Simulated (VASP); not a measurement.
# NaF (R-3m) in VASP: a series of runs

The runs below take NaF through single point, with LDA.

All numbers are computed with VASP 6.6.1; they aren't measurements. Logs are shortened: lines on timing, memory, paths and dates and some standing lists are left out, and cuts for length are marked.

## (1) The cell of the first run

The structure is trigonal, space group R-3m (No. 166). Conventional cell: a = 2.608 Å, b = 2.608 Å, c = 12.776 Å, α = 90.00°, β = 90.00°, γ = 120.00°. Within 3.4 Å of Na (site symmetry -3m) lie 6 F at 2.61 Å and 6 Na at 2.61 Å. Within 3.4 Å of F (site symmetry -3m) lie 6 Na at 2.61 Å and 6 F at 2.61 Å.

## (2) Single point, LDA

INCAR reads:

```
SYSTEM = NaF
PREC     = Accurate       ! precision mode
ENCUT    = 520            ! plane-wave cutoff, eV
EDIFF    = 1E-6           ! SCF threshold, eV
ISMEAR   = 0              ! smearing method
SIGMA    = 0.05           ! smearing width, eV
LREAL    = .False.        ! projectors in reciprocal space
LASPH    = .True.         ! aspherical terms in the spheres
NELM     = 100            ! most SCF steps
ALGO     = Normal         ! electronic algorithm
ISIF     = 2              ! what is computed and relaxed
LWAVE    = .False.        ! write WAVECAR
LCHARG   = .False.        ! write CHGCAR
GGA      = CA             ! functional
NBANDS   = 14             ! bands
```

KPOINTS reads:

```
regular mesh
0
Gamma
  4 4 4
  0 0 0
```

POSCAR reads:

```
NaF
1.0
    1.2293362880      3.0733407200      3.0733407200
    3.0733407200      1.2293362880      3.0733407200
    3.0733407200      3.0733407200      1.2293362880
Na F
1 1
Direct
    0.0000000000      0.0000000000      0.0000000000
    0.5000000000      0.5000000000      0.5000000000
```

Potentials or basis: VASP PAW LDA potentials, release 64 (Na_pv, F).

Started as:

```
$ cat potpaw_LDA.64/Na_pv/POTCAR potpaw_LDA.64/F/POTCAR > POTCAR
$ mpirun -np 1 vasp_std > vasp.out
```

OUTCAR:

```text
SYSTEM = NaF
   PREC = Accurate
   ENCUT = 520
   EDIFF = 1E-6
   ISMEAR = 0
   LREAL = .False.
   LASPH = .True.
   NELM = 100
   ISIF = 2
   GGA = CA

 ion  position               nearest neighbor table
   1  0.000  0.000  0.000-
   2  0.500  0.500  0.500-

  LATTYP: Found a trigonal (rhomboedric) cell.
 ALAT       =     4.5168699418
 COS(alpha) =     0.8333333333

  Lattice vectors:

 A1 = (   1.2293362880,   3.0733407200,   3.0733407200)
 A2 = (   3.0733407200,   1.2293362880,   3.0733407200)
 A3 = (   3.0733407200,   3.0733407200,   1.2293362880)

Analysis of symmetry for initial positions (statically):
=====================================================================
 Subroutine PRICEL returns:
 Original cell was already a primitive cell.

 Routine SETGRP: Setting up the symmetry group for a
 trigonal (rhombohedral) supercell.

 Subroutine GETGRP returns: Found 12 space group operations
 (whereof 12 operations were pure point group operations)
 out of a pool of 12 trial point group operations.

The static configuration has the point symmetry D_3d.

Analysis of symmetry for dynamics (positions and initial velocities):
=====================================================================
 Subroutine PRICEL returns:
 Original cell was already a primitive cell.

 Routine SETGRP: Setting up the symmetry group for a
 trigonal (rhombohedral) supercell.

 Subroutine GETGRP returns: Found 12 space group operations
 (whereof 12 operations were pure point group operations)
 out of a pool of 12 trial point group operations.

The dynamic configuration has the point symmetry D_3d.

 Subroutine INISYM returns: Found 12 space group operations
 (whereof 12 operations are pure point group operations),
 and found     1 'primitive' translations

----------------------------------------------------------------------------------------

                                     Primitive cell

  volume of cell :      25.0811

  direct lattice vectors                    reciprocal lattice vectors
     1.229336288  3.073340720  3.073340720    -0.316340527  0.225957519  0.225957519
     3.073340720  1.229336288  3.073340720     0.225957519 -0.316340527  0.225957519
     3.073340720  3.073340720  1.229336288     0.225957519  0.225957519 -0.316340527

  length of vectors
     4.516869942  4.516869942  4.516869942     0.449649786  0.449649786  0.449649786

  position of ions in fractional coordinates (direct lattice)
     0.000000000  0.000000000  0.000000000
     0.500000000  0.500000000  0.500000000

  ion indices of the primitive-cell ions
   primitive index   ion index
                 1           1
                 2           2

----------------------------------------------------------------------------------------

 KPOINTS: regular mesh

Automatic generation of k-mesh.
 Grid dimensions read from file:
 generate k-points for:    4    4    4

 Generating k-lattice:

  Cartesian coordinates                     Fractional coordinates (reciprocal lattice)
    -0.079085132  0.056489380  0.056489380     0.250000000  0.000000000  0.000000000
     0.056489380 -0.079085132  0.056489380     0.000000000  0.250000000  0.000000000
     0.056489380  0.056489380 -0.079085132     0.000000000  0.000000000  0.250000000

  Length of vectors
     0.112412446  0.112412446  0.112412446

  Shift w.r.t. Gamma in fractional coordinates (k-lattice)
     0.000000000  0.000000000  0.000000000

 Subroutine IBZKPT returns following result:
 ===========================================

 Found     13 irreducible k-points:

 Following reciprocal coordinates:
            Coordinates               Weight
  0.000000  0.000000  0.000000      1.000000
  0.250000  0.000000  0.000000      6.000000
  0.500000  0.000000  0.000000      3.000000
  0.250000  0.250000 -0.000000      6.000000
  0.500000  0.250000 -0.000000     12.000000
 -0.250000  0.250000  0.000000      6.000000
  0.500000  0.500000 -0.000000      3.000000
  0.250000  0.250000  0.250000      2.000000
  0.500000  0.250000  0.250000      6.000000
 -0.250000  0.250000  0.250000      6.000000
  0.500000  0.500000  0.250000      6.000000
 -0.250000  0.500000  0.250000      6.000000
  0.500000  0.500000  0.500000      1.000000
   k-points           NKPTS =     13   k-points in BZ     NKDIM =     13   number of bands    NBANDS=     14
   number of dos      NEDOS =    301   number of ions     NIONS =      2
   total plane-waves  NPLWV =  46656
   dimension x,y,z NGX =    36 NGY =   36 NGZ =   36
   dimension x,y,z NGXF=    72 NGYF=   72 NGZF=   72
   ions per type =               1   1
   NGX,Y,Z   is equivalent  to a cutoff of  13.25, 13.25, 13.25 a.u.
   NGXF,Y,Z  is equivalent  to a cutoff of  26.50, 26.50, 26.50 a.u.
 SYSTEM =  NaF
   PREC   = accura    normal or accurate (medium, high low for compatibility)
   ISTART =      0    job   : 0-new  1-cont  2-samecut
   ICHARG =      2    charge: 1-file 2-atom 10-const
   ISPIN  =      1    spin polarized calculation?
   LNONCOLLINEAR =      F non collinear calculations
   LSORBIT =      F    spin-orbit coupling
   LASPH  =      T    aspherical Exc in radial PAW
   ENCUT  =  520.0 eV  38.22 Ry    6.18 a.u.   8.40  8.40  8.40*2*pi/ulx,y,z
   NELM   =    100;   NELMIN=  2; NELMDL= -5     # of ELM steps
   EDIFF  = 0.1E-05   stopping-criterion for ELM
   LREAL  =      F    real-space projection
   EDIFFG = 0.1E-04   stopping-criterion for IOM
   NSW    =      0    number of steps for IOM
   IBRION =     -1    ionic relax: 0-MD 1-quasi-New 2-CG
   NFREE  =      0    steps in history (QN), initial steepest desc. (CG)
   ISIF   =      2    stress and relaxation
   ISYM   =      2    0-nonsym 1-usesym 2-fastsym
   POTIM  = 0.5000    time-step for ionic-motion
   TEBEG  =    0.0;   TEEND  =   0.0 temperature during run
   PSTRESS=    0.0 pullay stress
   NELECT =      14.0000    total number of electrons
   NUPDOWN=      -1.0000    fix difference up-down
   EMIN   =  10.00;   EMAX   =-10.00  energy-range for DOS
   EFERMI =   0.00;   METHOD = LEGACY
   ISMEAR =     0;   SIGMA  =   0.05  broadening in eV -4-tet -1-fermi 0-gaus
   EFERMI_NEDOS =   21; number of points for ismear=-14 and -15
   IALGO  =     38    algorithm
   IMIX   =      4    mixing-type and parameters
     AMIX     =   0.40;   BMIX     =  1.00
     AMIX_MAG =   1.60;   BMIX_MAG =  1.00
  volume/ion in A,a.u.               =      12.54        84.63
  Fermi-wavevector in a.u.,A,eV,Ry     =   1.347935  2.547227 24.720809  1.816928
  Thomas-Fermi vector in A             =   2.475645
   LORBIT       =      0    0 simple, 1 ext, 2 COOP (PROOUT), +10 PAW based schemes
   GGA     = CA    functional components
   LHFCALC =     F    Hartree Fock is set to
   AEXX    =    0.0000 exact exchange contribution
   IVDW    =     0    specifies the selected vdW correction
   LEPSILON=     F    determine dielectric tensor
   LRPA    =     F    only Hartree local field effects (RPA)
 non-spin polarized calculation
 Gauss-broadening in eV      SIGMA  =   0.05
  energy-cutoff  :      520.00
  volume of cell :       25.08
 maximum number of plane-waves:       686
 NGX is ok and might be reduce to    36

 number of electron      14.0000001 magnetization

 Free energy of the ion-electron system (eV)
  ---------------------------------------------------
  ext. energy  EPLUGINS =         0.00000000
  ---------------------------------------------------
  free energy    TOTEN  =        -6.59797755 eV

  energy without entropy =       -6.59613912  energy(sigma->0) =       -6.59705833

 E-fermi :   0.8173     XC(G=0): -10.0562

 val. band max:        0.7795826128   @ k =   0.0000   0.0000   0.0000
 cond. band min:       1.9873816215   @ k =   0.2500   0.2500   0.2500
 fundamental gap:      1.2077990087
 Fermi energy:         0.8173070375

 k-point     1 :       0.0000    0.0000    0.0000
  band No.  band energies     occupation
      1     -23.7557      2.00000
      2     -23.7557      2.00000
      3     -23.7185      2.00000
      4     -19.6300      2.00000
      5      -2.5474      2.00000
      6       0.7408      1.96948
      7       0.7796      1.71403
      8       0.7796      1.71403
      9      11.1224      0.00000
     10      12.9989      0.00000
     11      21.8945      0.00000
     12      21.8945      0.00000
     13      25.3592      0.00000
     14      26.3118      0.00000

 k-point     2 :       0.2500    0.0000    0.0000
  band No.  band energies     occupation
      1     -24.0995      2.00000
      2     -23.8257      2.00000
      3     -23.6592      2.00000
      4     -19.2166      2.00000
      5      -2.1176      2.00000
      6      -1.1502      2.00000
      7       0.4719      2.00000
      8       3.0485      0.00000
      9      11.2192      0.00000
     10      14.6714      0.00000
     11      15.3522      0.00000
     12      20.0636      0.00000
     13      21.3900      0.00000
     14      23.2924      0.00000

 k-point     3 :       0.5000    0.0000    0.0000
  band No.  band energies     occupation
      1     -24.4240      2.00000
      2     -23.8949      2.00000
      3     -23.5991      2.00000
      4     -18.7719      2.00000
      5      -2.5478      2.00000
      6      -1.5659      2.00000
      7       0.1795      2.00000
      8       6.5497      0.00000
      9       9.0683      0.00000
     10      13.7875      0.00000
     11      14.4544      0.00000
     12      18.3914      0.00000
     13      18.8679      0.00000
     14      20.9015      0.00000
[... 137 lines left out ...]
 k-point    12 :      -0.2500    0.5000    0.2500
  band No.  band energies     occupation
      1     -24.2903      2.00000
      2     -24.0291      2.00000
      3     -23.6021      2.00000
      4     -18.7868      2.00000
      5      -1.8768      2.00000
      6      -1.6776      2.00000
      7      -0.5903      2.00000
      8       6.6658      0.00000
      9      10.4413      0.00000
     10      12.2177      0.00000
     11      14.7384      0.00000
     12      17.3165      0.00000
     13      18.0046      0.00000
     14      23.6855      0.00000

 k-point    13 :       0.5000    0.5000    0.5000
  band No.  band energies     occupation
      1     -23.7628      2.00000
      2     -23.7557      2.00000
      3     -23.7557      2.00000
      4     -19.5348      2.00000
      5      -3.6382      2.00000
      6       0.7728      1.79145
      7       0.7728      1.79145
      8       3.3721      0.00000
      9       7.4791      0.00000
     10      18.3866      0.00000
     11      18.9416      0.00000
     12      22.3163      0.00000
     13      22.3163      0.00000
     14      25.9268      0.00000

------------------------ aborting loop because EDIFF is reached ----------------------------------------

  FORCE on cell =-STRESS in cart. coord.  units (eV):
  Direction    XX          YY          ZZ          XY          YZ          ZX
  --------------------------------------------------------------------------------------
  -------------------------------------------------------------------------------------
  Total       -0.4264207     -0.4264207     -0.4264207     -4.4734165     -4.4734165     -4.4734165
  in kB      -27.2397411    -27.2397411    -27.2397411   -285.7617187   -285.7617187   -285.7617187
  external PRESSURE =     -27.2397411 kB  Pullay stress =       0.0000000 kB

 VOLUME and BASIS-vectors are now :
 -----------------------------------------------------------------------------
  energy-cutoff  :      520.00
  volume of cell :       25.08
      direct lattice vectors                 reciprocal lattice vectors
     1.229336288  3.073340720  3.073340720    -0.316340527  0.225957519  0.225957519
     3.073340720  1.229336288  3.073340720     0.225957519 -0.316340527  0.225957519
     3.073340720  3.073340720  1.229336288     0.225957519  0.225957519 -0.316340527

 POSITION                                       TOTAL-FORCE (eV/Angst)
 -----------------------------------------------------------------------------------
      0.00000      0.00000      0.00000        -0.000000     -0.000000     -0.000000
      3.68801      3.68801      3.68801         0.000000      0.000000      0.000000
 -----------------------------------------------------------------------------------
    total drift:                                0.000000      0.000000      0.000000

  FREE ENERGIE OF THE ION-ELECTRON SYSTEM (eV)
  ---------------------------------------------------
  free  energy   TOTEN  =        -6.5979775459 eV

  energy  without entropy=       -6.5961391203  energy(sigma->0) =       -6.59705833
```

It took 9.2 s on 1 thread of Intel Xeon 6975P-C, shared host; peak memory 0.16 GiB.

What came out:

```
Free energy            : -6.5980 eV
Pressure               : -2.7 GPa
Band gap on the k mesh : zero (filled and empty bands touch)
```

Stress tensor (GPa, compression positive):
```
 -2.72 -28.58 -28.58
-28.58  -2.72 -28.58
-28.58 -28.58  -2.72
```

Caveat: the k points lie up to 0.71 Å⁻¹ apart.

## (3) Single point, LDA

This run uses another cell than the first one, of the same volume but with other edges.

INCAR reads:

```
SYSTEM = NaF
  PREC = Accurate
  ENCUT = 520
  EDIFF = 1E-6
  ISMEAR = 0
  SIGMA = 0.05
  LREAL = .False.
  LASPH = .True.
  NELM = 80
  ALGO = Normal
  ISIF = 2
  LWAVE = .False.
  LCHARG = .False.
  NBANDS = 14
```

KPOINTS reads:

```
Automatic mesh
0
Gamma
  4 4 4
  0 0 0
```

POSCAR reads:

```
NaF
1.0
   -0.5034920084      2.1007770007      2.1007770007
    2.1007770007     -0.5034920084      2.1007770007
    2.1007770007      2.1007770007     -0.5034920084
Na F
1 1
Direct
    0.0000000000      0.0000000000      0.0000000000
    0.5000000000      0.5000000000      0.5000000000
```

Potentials or basis: VASP PAW LDA potentials, release 64 (Na_pv, F).

Started as:

```
$ cat potpaw_LDA.64/Na_pv/POTCAR potpaw_LDA.64/F/POTCAR > POTCAR
$ mpirun -np 1 vasp_std > vasp.out
```

It took 2.7 s on 1 thread of Intel Xeon 6975P-C, shared host; peak memory 0.12 GiB.

Results (log left out):

| Property | Result |
| --- | --- |
| Free energy | -9.0881 eV |
| Pressure | -6.2 GPa |
| Band gap on the k mesh | 5.24 eV, direct |

Stress tensor (GPa, compression positive):
```
-6.23  2.70  2.70
 2.70 -6.23  2.70
 2.70  2.70 -6.23
```

Levels at points of the mesh, in eV from the valence-band top:
```
           k point  band 4  band 5  band 6  band 7  band 8  band 9  band 10  band 11
(0.00, 0.00, 0.00)  -19.10   -0.45   -0.45    0.00    5.24   15.72    15.72    20.32
(0.50, 0.00, 0.00)  -18.43   -2.16   -0.51   -0.14    9.69   10.70    18.77    19.36
(0.50, 0.50, 0.00)  -18.76   -1.71   -1.23   -0.23   11.36   12.34    13.79    15.99
(0.50, 0.50, 0.50)  -18.44   -1.70   -1.10   -1.10   10.54   14.29    15.70    15.70
```

Caveat: the k points lie up to 0.55 Å⁻¹ apart.

## (4) Single point, LDA

This run uses another cell than the first one, of the same volume but with other edges.

INCAR reads:

```
SYSTEM = NaF
PREC     = Accurate       ! precision mode
ENCUT    = 520            ! plane-wave cutoff, eV
EDIFF    = 1E-6           ! SCF threshold, eV
ISMEAR   = 0              ! smearing method
SIGMA    = 0.05           ! smearing width, eV
LREAL    = .FALSE.        ! projectors in reciprocal space
LASPH    = .TRUE.         ! aspherical terms in the spheres
NELM     = 80             ! most SCF steps
ALGO     = Normal         ! electronic algorithm
ISIF     = 2              ! what is computed and relaxed
LWAVE    = .FALSE.        ! write WAVECAR
LCHARG   = .TRUE.         ! write CHGCAR
GGA      = CA             ! functional
LELF     = .TRUE.         ! ELF
LVHAR    = .TRUE.       
NBANDS   = 14             ! bands
```

KPOINTS reads:

```
Automatic mesh
0
G
  4 4 4
  0 0 0
```

POSCAR reads:

```
NaF
1.0
    0.5663151577      2.6381998809      2.6381998809
    2.6381998809      0.5663151577      2.6381998809
    2.6381998809      2.6381998809      0.5663151577
Na F
1 1
Direct
    0.0000000000      0.0000000000      0.0000000000
    0.5000000000      0.5000000000      0.5000000000
```

Started as:

```
$ cat potpaw_LDA.64/Na_pv/POTCAR potpaw_LDA.64/F/POTCAR > POTCAR
$ mpirun -np 1 vasp_std > vasp.out
```

Run time: 5.1 s. Hardware: 1 thread of Intel Xeon 6975P-C, shared host; peak memory 0.13 GiB.

Results (log left out):

| Quantity | Value |
| --- | --- |
| Free energy | -8.7924 eV |
| Pressure | -5.6 GPa |
| Band gap on the k mesh | 4.42 eV, direct |

Stress tensor (GPa, compression positive):
```
 -5.62 -10.92 -10.92
-10.92  -5.62 -10.92
-10.92 -10.92  -5.62
```

Levels at points of the mesh, in eV from the valence-band top:
| k point | band 5 | band 6 | band 7 | band 8 | band 9 | band 10 |
| --- | --- | --- | --- | --- | --- | --- |
| (0.00, 0.00, 0.00) | -1.34 | 0.00 | 0.00 | 4.42 | 14.27 | 17.32 |
| (0.50, 0.00, 0.00) | -2.20 | -1.28 | -0.41 | 9.10 | 11.69 | 16.79 |
| (0.50, 0.50, 0.00) | -1.99 | -1.33 | -0.41 | 10.68 | 11.18 | 13.66 |
| (0.50, 0.50, 0.50) | -2.60 | -0.06 | -0.06 | 8.10 | 9.66 | 22.53 |

Caveat: the k points lie up to 0.64 Å⁻¹ apart.

## (5) Single point, LDA

This run uses another cell than the first one, of the same volume but with other edges.

INCAR reads:

```
SYSTEM = NaF
PREC = Accurate ; ENCUT = 520
EDIFF = 1E-6 ; ISMEAR = 0
SIGMA = 0.05 ; LREAL = .False.
LASPH = .True. ; NELM = 100
ALGO = Normal ; ISIF = 2
LWAVE = .False. ; LCHARG = .False.
NBANDS = 14
```

KPOINTS reads:

```
Automatic mesh
0
Gamma
  4 4 4
  0 0 0
```

POSCAR reads:

```
NaF
1.0
   -0.7345537968      2.0200229413      2.0200229413
    2.0200229413     -0.7345537968      2.0200229413
    2.0200229413      2.0200229413     -0.7345537968
Na F
1 1
Direct
    0.0000000000      0.0000000000      0.0000000000
    0.5000000000      0.5000000000      0.5000000000
```

Started as:

```
$ cat potpaw_LDA.64/Na_pv/POTCAR potpaw_LDA.64/F/POTCAR > POTCAR
$ mpirun -np 1 vasp_std > vasp.out
```

Run time: 2.9 s. Hardware: 1 thread of Intel Xeon 6975P-C, shared host; peak memory 0.12 GiB.

It converged, with:

- Free energy: -8.9689 eV
- Pressure: -7.7 GPa
- Band gap on the k mesh: 5.11 eV, indirect (least direct gap 5.13 eV)

Stress tensor (GPa, compression positive):
```
-7.68  1.63  1.63
 1.63 -7.68  1.63
 1.63  1.63 -7.68
```

Levels at points of the mesh, in eV from the valence-band top:
| k point | band 4 | band 5 | band 6 | band 7 | band 8 | band 9 | band 10 | band 11 |
| --- | --- | --- | --- | --- | --- | --- | --- | --- |
| (0.00, 0.00, 0.00) | -19.07 | -0.33 | -0.33 | -0.03 | 5.11 | 15.03 | 15.03 | 20.55 |
| (0.50, 0.00, 0.00) | -18.53 | -2.20 | -0.29 | -0.02 | 9.59 | 10.46 | 18.68 | 19.18 |
| (0.50, 0.50, 0.00) | -18.68 | -1.66 | -1.39 | 0.00 | 10.96 | 12.73 | 14.17 | 14.73 |
| (0.50, 0.50, 0.50) | -18.46 | -1.49 | -1.21 | -1.21 | 11.41 | 14.28 | 14.28 | 15.69 |

Caveat: the k points lie up to 0.54 Å⁻¹ apart. A k mesh can miss the band edges.

(Continued in part 2 of 2.)
